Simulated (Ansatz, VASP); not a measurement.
**Two plane-wave programs on CaSn3N2**

```xyz
6
Lattice="2.9130 1.6818 4.2544 -2.9130 1.6818 4.2544 0.0000 -3.3636 4.2544" Properties=species:S:1:pos:R:3 pbc="T T T"
Ca    0.0000    0.0000    0.0000
Sn   -1.4565    0.8409    2.1272
Sn    1.4565    0.8409    2.1272
Sn    0.0000   -1.6818    2.1272
N     0.0000    0.0000    8.0113
N     0.0000    0.0000    4.7519
```

Change from the starting cell: species swapped into the Sm2GeRu3 type (R-3m, No. 166).

Alike in both runs: task single point; functional PBE; k mesh 6 × 6 × 6; occupations gaussian, width 0.1 eV; no spin polarisation.

```csv
,VASP,Ansatz
version,VASP 6.6.1,Ansatz 0.2.0
potentials or method,"VASP PAW PBE potentials, release 64 (Ca_sv, Sn_d, N), cutoff 520 eV","scalar-relativistic, plane waves, PAW"
valence electrons in the cell,62,62
```

```tsv
	VASP	Ansatz	Ansatz less VASP
gap on the k mesh at the Fermi level (eV)	none	none	-
pressure (GPa)	7.9	7.9	-0.04
traceless stress, the component that is largest in VASP (GPa)	6.75	6.66	-0.090
rms of the force components (eV/Å)	0.276	0.277	+0.0006
```

Atom by atom the forces differ by 0.001 eV/Å (rms over components). A gap of «none» marks a metal or a gap that the smearing closes.
